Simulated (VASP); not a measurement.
A run of VASP 6.6.1 is set up as follows.

The input INCAR:

```
SYSTEM = H4C2O
PREC     = Accurate       ! precision mode
ENCUT    = 910            ! plane-wave cutoff, eV
EDIFF    = 1E-6           ! SCF threshold, eV
ISMEAR   = -1             ! smearing method
SIGMA    = 0.02           ! smearing width, eV
LREAL    = Auto         
LASPH    = .True.         ! aspherical terms in the spheres
NELM     = 120            ! most SCF steps
ALGO     = Normal         ! electronic algorithm
ISIF     = 2              ! what is computed and relaxed
LWAVE    = .False.        ! write WAVECAR
LCHARG   = .False.        ! write CHGCAR
GGA      = PE             ! functional
IVDW     = 12             ! dispersion correction
NBANDS   = 56             ! bands
GGA_COMPAT= .False.
```

The input KPOINTS:

```
regular mesh
0
Gamma
  1 1 1
  0 0 0
```

The input POSCAR:

```
H4C2O
1.0
    8.5689890000      0.0000000000      0.0000000000
    0.0000000000      8.5689890000      0.0000000000
    0.0000000000      0.0000000000      8.5689890000
O C H
4 8 16
Direct
    0.6208433690      0.0901973383     -0.0628545561
    0.5548612561      0.8267953197      0.3264912582
    0.1980980487      0.9002578951      0.6163037437
    0.0137005661      0.4923801396      0.6955546331
    0.7378700101      0.0416151777     -0.1026492157
    0.5820523285      0.9499370346      0.3491893851
    0.2171434693      0.8293393771      0.5046219572
   -0.0488739103      0.5766491240      0.6199797899
    0.4285919844      0.4527371899      0.5780495225
    0.0810714076      0.5419075693      0.0747462740
    0.6343338753      0.4518619408      0.1861013009
    0.1279614200      0.1750498221      0.3303190143
    0.3017275434      0.4252777078      0.5796949909
    0.4552579073      0.4638236786      0.7012145774
    0.4548961377      0.5589340820      0.5221969593
    0.4903378917      0.3565181377      0.5249394065
    0.0551640339      0.4969431050      0.1881785588
    0.0061967637      0.6419076976      0.0319991075
    0.0546155445      0.4545693780     -0.0160462337
    0.2069905796      0.5626568082      0.0587934002
    0.6585140908      0.3383012862      0.2278215085
    0.6117291083      0.5350806262      0.2746648409
    0.5421526390      0.4592723832      0.0969892714
    0.7446035933      0.4945974373      0.1312873666
    0.1161980719      0.2493643066      0.4369126860
    0.1267827512      0.0508344683      0.3541608001
    0.2400049761      0.2069438997      0.2726109229
    0.0274478121      0.2092778973      0.2575799782
```

Potentials or basis: VASP PAW PBE potentials, release 64 (O_h, C_h, H_h).

Launch:

```bash
$ cat potpaw_PBE.64/O_h/POTCAR potpaw_PBE.64/C_h/POTCAR potpaw_PBE.64/H_h/POTCAR > POTCAR
$ mpirun -np 1 vasp_gam > vasp.out
```

(1) Predict the dispersion energy per atom.

(2) Predict the largest force.

(3) Estimate the pressure.

(4) Predict the band gap on the k mesh.

Results:

(1) -0.024 eV.

(2) 4.930 eV/Å.

(3) 0.7 GPa.

(4) 6.32 eV.

Caveat: the k points lie up to 0.73 Å⁻¹ apart; the cutoff is under 1.25 times the usual one of these potentials, so pressure, stress and relaxed cells hold a basis-set (Pulay) error.
